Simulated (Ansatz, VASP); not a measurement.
# One calculation of Ru, two programs

```
Ru
1.0
     2.44628    0.00000    0.00000
     0.00000    2.44628    0.00000
     0.00000    0.00000    2.44628
Ru
1
Direct
  0.00000 0.00000 0.00000
```

Alike in both runs: task relaxation of cell and atoms; functional BLYP; k mesh 13 × 13 × 13; occupations fermi-dirac, width 0.1 eV; no spin polarisation.

|  | VASP | Ansatz |
| --- | --- | --- |
| version | VASP 6.6.1 | Ansatz 0.2.0 |
| potentials or method | VASP PAW PBE potentials, release 64 (Ru_pv), cutoff 600 eV | plane waves (420 eV) with PAW, scalar-relativistic |
| valence electrons in the cell | 14 | 16 |

Ansatz gave:

| Property | Result |
| --- | --- |
| relaxed volume (Å³/atom) | 16.66 |
| relaxed cell length with the largest relative difference (Å) | 2.554 |

Question: What did VASP give for the same quantities?

Answer: Relaxed volume (Å³/atom): 16.70; relaxed cell length with the largest relative difference (Å): 2.556.

VASP's potentials were made for PBE, not for BLYP. VASP's potentials hold 14 valence electrons a cell and Ansatz's 16, so a difference there can come from the potentials and not from the codes.
